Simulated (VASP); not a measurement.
# Ti (Im-3m) in VASP: single point with PBEsol

Aim: the single point of Ti with PBEsol.

Everything below comes from runs of VASP 6.6.1. Logs are shortened: lines on timing, memory, paths and dates and some standing lists are left out, and cuts for length are marked.

### Step 1. The cell of the first run

Symmetry: Im-3m, No. 229, cubic system. Conventional cell: a = 3.210 Å, b = 3.210 Å, c = 3.210 Å, α = 90.00°, β = 90.00°, γ = 90.00°. Ti (site symmetry m-3m) has 14 Ti at 2.78 to 3.21 Å within 3.7 Å.

This isn't the form of Ti at room conditions, which is hcp.

### Step 2. Single point, PBEsol

INCAR

```
SYSTEM = Ti
PREC = Accurate
ENCUT = 500
EDIFF = 1E-6
ISMEAR = 0
SIGMA = 0.1
LREAL = .False.
LASPH = .True.
NELM = 120
ALGO = Normal
ISIF = 2
LWAVE = .False.
LCHARG = .True.
GGA = PS
LELF = .True.
LVHAR = .True.
NBANDS = 12
GGA_COMPAT = .False.
```

KPOINTS

```
Automatic mesh
0
Gamma
  18 18 18
  0 0 0
```

POSCAR

```
Ti
1.0
   -1.6050139002      1.6050139002      1.6050139002
    1.6050139002     -1.6050139002      1.6050139002
    1.6050139002      1.6050139002     -1.6050139002
Ti
1
Direct
    0.0000000000      0.0000000000      0.0000000000
```

Potentials or basis: VASP PAW PBE potentials, release 64 (Ti_sv).

Command:

```
cat potpaw_PBE.64/Ti_sv/POTCAR > POTCAR
mpirun -np 1 vasp_std > vasp.out
```

OUTCAR:

```text
SYSTEM = Ti
   PREC = Accurate
   ENCUT = 500
   EDIFF = 1E-6
   ISMEAR = 0
   LREAL = .False.
   LASPH = .True.
   NELM = 120
   ISIF = 2
   GGA = PS

 ion  position               nearest neighbor table
   1  0.000  0.000  0.000-

  LATTYP: Found a body centered cubic cell.
 ALAT       =     3.2100278004

  Lattice vectors:

 A1 = (  -1.6050139002,   1.6050139002,   1.6050139002)
 A2 = (   1.6050139002,  -1.6050139002,   1.6050139002)
 A3 = (   1.6050139002,   1.6050139002,  -1.6050139002)

Analysis of symmetry for initial positions (statically):
=====================================================================
 Subroutine PRICEL returns:
 Original cell was already a primitive cell.

 Routine SETGRP: Setting up the symmetry group for a
 body centered cubic supercell.

 Subroutine GETGRP returns: Found 48 space group operations
 (whereof 48 operations were pure point group operations)
 out of a pool of 48 trial point group operations.

The static configuration has the point symmetry O_h .

Analysis of symmetry for dynamics (positions and initial velocities):
=====================================================================
 Subroutine PRICEL returns:
 Original cell was already a primitive cell.

 Routine SETGRP: Setting up the symmetry group for a
 body centered cubic supercell.

 Subroutine GETGRP returns: Found 48 space group operations
 (whereof 48 operations were pure point group operations)
 out of a pool of 48 trial point group operations.

The dynamic configuration has the point symmetry O_h .

 Subroutine INISYM returns: Found 48 space group operations
 (whereof 48 operations are pure point group operations),
 and found     1 'primitive' translations

----------------------------------------------------------------------------------------

                                     Primitive cell

  volume of cell :      16.5385

  direct lattice vectors                    reciprocal lattice vectors
    -1.605013900  1.605013900  1.605013900     0.000000000  0.311523782  0.311523782
     1.605013900 -1.605013900  1.605013900     0.311523782  0.000000000  0.311523782
     1.605013900  1.605013900 -1.605013900     0.311523782  0.311523782  0.000000000

  length of vectors
     2.779965622  2.779965622  2.779965622     0.440561157  0.440561157  0.440561157

  position of ions in fractional coordinates (direct lattice)
     0.000000000  0.000000000  0.000000000

  ion indices of the primitive-cell ions
   primitive index   ion index
                 1           1

----------------------------------------------------------------------------------------

 KPOINTS: Automatic mesh

Automatic generation of k-mesh.
 Grid dimensions read from file:
 generate k-points for:   18   18   18

 Generating k-lattice:

  Cartesian coordinates                     Fractional coordinates (reciprocal lattice)
     0.000000000  0.017306877  0.017306877     0.055555556  0.000000000  0.000000000
     0.017306877  0.000000000  0.017306877     0.000000000  0.055555556  0.000000000
     0.017306877  0.017306877  0.000000000     0.000000000  0.000000000  0.055555556

  Length of vectors
     0.024475620  0.024475620  0.024475620

  Shift w.r.t. Gamma in fractional coordinates (k-lattice)
     0.000000000  0.000000000  0.000000000

 Subroutine IBZKPT returns following result:
 ===========================================

 Found    195 irreducible k-points:

 Following reciprocal coordinates:
            Coordinates               Weight
  0.000000  0.000000  0.000000      1.000000
  0.055556  0.000000  0.000000     12.000000
  0.111111  0.000000  0.000000     12.000000
  0.166667  0.000000  0.000000     12.000000
  0.222222  0.000000  0.000000     12.000000
  0.277778  0.000000  0.000000     12.000000
[... 16 lines left out ...]
  0.333333  0.111111  0.000000     48.000000
  0.388889  0.111111  0.000000     48.000000
 [... further k-points ...]
   k-points           NKPTS =    195   k-points in BZ     NKDIM =    195   number of bands    NBANDS=     12
   number of dos      NEDOS =    301   number of ions     NIONS =      1
   total plane-waves  NPLWV =   8000
   dimension x,y,z NGX =    20 NGY =   20 NGZ =   20
   dimension x,y,z NGXF=    40 NGYF=   40 NGZF=   40
   ions per type =               1
   NGX,Y,Z   is equivalent  to a cutoff of  11.96, 11.96, 11.96 a.u.
   NGXF,Y,Z  is equivalent  to a cutoff of  23.92, 23.92, 23.92 a.u.
 SYSTEM =  Ti
   PREC   = accura    normal or accurate (medium, high low for compatibility)
   ISTART =      0    job   : 0-new  1-cont  2-samecut
   ICHARG =      2    charge: 1-file 2-atom 10-const
   ISPIN  =      1    spin polarized calculation?
   LNONCOLLINEAR =      F non collinear calculations
   LSORBIT =      F    spin-orbit coupling
   LASPH  =      T    aspherical Exc in radial PAW
   ENCUT  =  500.0 eV  36.75 Ry    6.06 a.u.   5.07  5.07  5.07*2*pi/ulx,y,z
   NELM   =    120;   NELMIN=  2; NELMDL= -5     # of ELM steps
   EDIFF  = 0.1E-05   stopping-criterion for ELM
   LREAL  =      F    real-space projection
   EDIFFG = 0.1E-04   stopping-criterion for IOM
   NSW    =      0    number of steps for IOM
   IBRION =     -1    ionic relax: 0-MD 1-quasi-New 2-CG
   NFREE  =      0    steps in history (QN), initial steepest desc. (CG)
   ISIF   =      2    stress and relaxation
   ISYM   =      2    0-nonsym 1-usesym 2-fastsym
   POTIM  = 0.5000    time-step for ionic-motion
   TEBEG  =    0.0;   TEEND  =   0.0 temperature during run
   PSTRESS=    0.0 pullay stress
   NELECT =      12.0000    total number of electrons
   NUPDOWN=      -1.0000    fix difference up-down
   EMIN   =  10.00;   EMAX   =-10.00  energy-range for DOS
   EFERMI =   0.00;   METHOD = LEGACY
   ISMEAR =     0;   SIGMA  =   0.10  broadening in eV -4-tet -1-fermi 0-gaus
   EFERMI_NEDOS =   21; number of points for ismear=-14 and -15
   IALGO  =     38    algorithm
   IMIX   =      4    mixing-type and parameters
     AMIX     =   0.40;   BMIX     =  1.00
     AMIX_MAG =   1.60;   BMIX_MAG =  1.00
  volume/ion in A,a.u.               =      16.54       111.61
  Fermi-wavevector in a.u.,A,eV,Ry     =   1.471081  2.779939 29.444068  2.164078
  Thomas-Fermi vector in A             =   2.586260
   LORBIT       =      0    0 simple, 1 ext, 2 COOP (PROOUT), +10 PAW based schemes
   GGA     = PS    functional components
   LHFCALC =     F    Hartree Fock is set to
   AEXX    =    0.0000 exact exchange contribution
   IVDW    =     0    specifies the selected vdW correction
   LEPSILON=     F    determine dielectric tensor
   LRPA    =     F    only Hartree local field effects (RPA)
 non-spin polarized calculation
 Gauss-broadening in eV      SIGMA  =   0.10
  energy-cutoff  :      500.00
  volume of cell :       16.54
 maximum number of plane-waves:       432
   NGX = 11   NGY = 11   NGZ = 11

 number of electron      12.0000006 magnetization

 Free energy of the ion-electron system (eV)
  ---------------------------------------------------
  ext. energy  EPLUGINS =         0.00000000
  ---------------------------------------------------
  free energy    TOTEN  =        -8.24085568 eV

  energy without entropy =       -8.22984271  energy(sigma->0) =       -8.23534919

 E-fermi :   8.4704     XC(G=0): -11.8675

 val. band max:        8.4613494267   @ k =   0.3333   0.2222   0.0000
 cond. band min:       8.4734952911   @ k =  -0.4444   0.5000   0.1111
 fundamental gap:      0.0121458644
 Fermi energy:         8.4704027132

 k-point     1 :       0.0000    0.0000    0.0000
  band No.  band energies     occupation
      1     -47.7316      2.00000
      2     -23.6195      2.00000
      3     -23.6195      2.00000
      4     -23.6195      2.00000
      5       2.4172      2.00000
      6       9.4980      0.00000
      7       9.4980      0.00000
      8       9.4980      0.00000
      9      11.3804      0.00000
     10      11.3804      0.00000
     11      26.2424      0.00000
     12      26.2424      0.00000

 k-point     2 :       0.0556    0.0000    0.0000
  band No.  band energies     occupation
      1     -47.7267      2.00000
      2     -23.6446      2.00000
      3     -23.6271      2.00000
      4     -23.6196      2.00000
      5       2.5285      2.00000
      6       9.4456      0.00000
      7       9.4842      0.00000
      8       9.5806      0.00000
      9      11.3174      0.00000
     10      11.3833      0.00000
     11      26.1060      0.00000
     12      26.2418      0.00000

 k-point     3 :       0.1111    0.0000    0.0000
  band No.  band energies     occupation
      1     -47.7127      2.00000
      2     -23.7169      2.00000
      3     -23.6491      2.00000
      4     -23.6201      2.00000
      5       2.8536      2.00000
      6       9.2980      0.00000
      7       9.4234      0.00000
      8       9.8235      0.00000
      9      11.1738      0.00000
     10      11.3943      0.00000
     11      25.6506      0.00000
     12      26.1519      0.00000
[... 286 lines left out ...]
 k-point    23 :       0.3333    0.1111    0.0000
  band No.  band energies     occupation
      1     -47.5817      2.00000
      2     -24.3105      2.00000
      3     -23.8634      2.00000
      4     -23.6581      2.00000
      5       5.9865      2.00000
      6       8.1625      1.99999
      7       8.7844      0.00001
      8      11.2255      0.00000
      9      11.7986      0.00000
     10      12.9055      0.00000
     11      19.2192      0.00000
     12      22.3701      0.00000

 k-point    24 :       0.3889    0.1111    0.0000
  band No.  band energies     occupation
      1     -47.5682      2.00000
      2     -24.3666      2.00000
      3     -23.8898      2.00000
      4     -23.6591      2.00000
      5       6.1349      2.00000
      6       8.0698      2.00000
      7       9.0985      0.00000
      8      11.3007      0.00000
      9      11.8892      0.00000
     10      13.3780      0.00000
     11      18.1541      0.00000
     12      21.9995      0.00000

 [... further k-points ...]

------------------------ aborting loop because EDIFF is reached ----------------------------------------

  FORCE on cell =-STRESS in cart. coord.  units (eV):
  Direction    XX          YY          ZZ          XY          YZ          ZX
  --------------------------------------------------------------------------------------
  -------------------------------------------------------------------------------------
  Total       -0.0316536     -0.0316536     -0.0316536      0.0000000      0.0000000      0.0000000
  in kB       -3.0664594     -3.0664594     -3.0664594      0.0000000      0.0000000      0.0000000
  external PRESSURE =      -3.0664594 kB  Pullay stress =       0.0000000 kB

 VOLUME and BASIS-vectors are now :
 -----------------------------------------------------------------------------
  energy-cutoff  :      500.00
  volume of cell :       16.54
      direct lattice vectors                 reciprocal lattice vectors
    -1.605013900  1.605013900  1.605013900     0.000000000  0.311523782  0.311523782
     1.605013900 -1.605013900  1.605013900     0.311523782  0.000000000  0.311523782
     1.605013900  1.605013900 -1.605013900     0.311523782  0.311523782  0.000000000

 POSITION                                       TOTAL-FORCE (eV/Angst)
 -----------------------------------------------------------------------------------
      0.00000      0.00000      0.00000        -0.000000      0.000000     -0.000000
 -----------------------------------------------------------------------------------
    total drift:                                0.000000     -0.000000      0.000000

  FREE ENERGIE OF THE ION-ELECTRON SYSTEM (eV)
  ---------------------------------------------------
  free  energy   TOTEN  =        -8.2408556750 eV

  energy  without entropy=       -8.2298427126  energy(sigma->0) =       -8.23534919
```

Run time: 26 s. Hardware: 1 thread of AMD EPYC 7R13, shared host; peak memory 0.12 GiB.

What came out:

- Free energy: -8.2409 eV
- Pressure: -0.3 GPa
- Band gap on the k mesh: zero (bands 6 and 7 overlap by 1.61 eV)

Levels at points of the mesh, in eV from the Fermi level:
| k point | band 2 | band 3 | band 4 | band 5 | band 6 | band 7 | band 8 | band 9 | band 10 | band 11 |
| --- | --- | --- | --- | --- | --- | --- | --- | --- | --- | --- |
| (0.00, 0.00, 0.00) | -32.09 | -32.09 | -32.09 | -6.05 | 1.03 | 1.03 | 1.03 | 2.91 | 2.91 | 17.77 |
| (0.50, 0.00, 0.00) | -32.89 | -32.34 | -32.10 | -2.58 | -0.45 | 1.31 | 2.91 | 3.28 | 4.56 | 9.33 |
| (0.50, 0.50, 0.50) | -32.63 | -32.63 | -32.63 | -2.27 | -2.27 | 4.18 | 4.18 | 4.18 | 8.76 | 8.76 |

Caveat: the PAW data sets were made with another functional, which shifts forces and pressure a little.
